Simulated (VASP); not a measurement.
Set up this calculation in VASP 6.6.1, as the native input.

- Task: relaxation of cell and atoms
- Functional: PBE
- Dispersion: D3(BJ)
- Potentials or basis: VASP PAW PBE potentials, release 64 (O, Li_sv)
- Cutoff: 750 eV
- k mesh: 8 × 8 × 8
- Occupations: gaussian, width 0.02 eV
- Spin: no spin polarisation
- Dipole correction: no
- Further INCAR settings: ALGO = Normal; EDIFF = 1e-07; IBRION = 2; EDIFFG = -0.002; NSW = 100; ISIF = 3

The structure of Li2O (f.bd3) lies in POSCAR:

```
Li2O
1.0
    0.0000000000      2.3000000000      2.3000000000
    2.3000000000      0.0000000000      2.3000000000
    2.3000000000      2.3000000000      0.0000000000
O Li
1 2
Direct
    0.0000000000      0.0000000000      0.0000000000
    0.2500000000      0.2500000000      0.2500000000
    0.7500000000      0.7500000000      0.7500000000
```

These files were run (other wordings do the same):

INCAR

```
SYSTEM = Li2O
ALGO     = Normal         ! electronic algorithm
EDIFF    = 1E-7           ! SCF threshold, eV
EDIFFG   = -0.002         ! ionic threshold
ENCUT    = 750            ! plane-wave cutoff, eV
GGA      = PE             ! functional
GGA_COMPAT= .False.      
IBRION   = 2              ! ionic algorithm
ISIF     = 3              ! what is computed and relaxed
ISMEAR   = 0              ! smearing method
IVDW     = 12             ! dispersion correction
LASPH    = .True.         ! aspherical terms in the spheres
LCHARG   = .False.        ! write CHGCAR
LREAL    = .False.        ! projectors in reciprocal space
LWAVE    = .False.        ! write WAVECAR
NELM     = 120            ! most SCF steps
NELMIN   = 4            
NSW      = 100            ! ionic steps
PREC     = Accurate       ! precision mode
SIGMA    = 0.02           ! smearing width, eV
```

KPOINTS

```
k-points
0
Gamma
  8 8 8
  0 0 0
```

Potentials or basis: VASP PAW PBE potentials, release 64 (O, Li_sv).

The run is started by

```console
$ cat potpaw_PBE.64/O/POTCAR potpaw_PBE.64/Li_sv/POTCAR > POTCAR
$ mpirun -np 1 vasp_std > vasp.out
```

It gave:

```
Relaxed volume                         : 7.71 Å³/atom
Relaxed cell                           : a = 3.198 Å, b = 3.198 Å, c = 3.198 Å, α = 60.00°, β = 60.00°, γ = 60.00°
Space group after relaxing (to 0.05 Å) : Fm-3m (No. 225)
Energy gained by relaxing              : 5.7 meV/atom
Ionic steps                            : 3
Pressure after relaxing                : 0.0 GPa
Band gap on the k mesh                 : 5.10 eV, indirect (least direct gap 5.75 eV)
Dispersion energy per atom             : -0.282 eV
```

Run time: 54 s on 1 thread of Intel Xeon 8259CL, with other jobs on the host, peak memory 0.17 GiB.
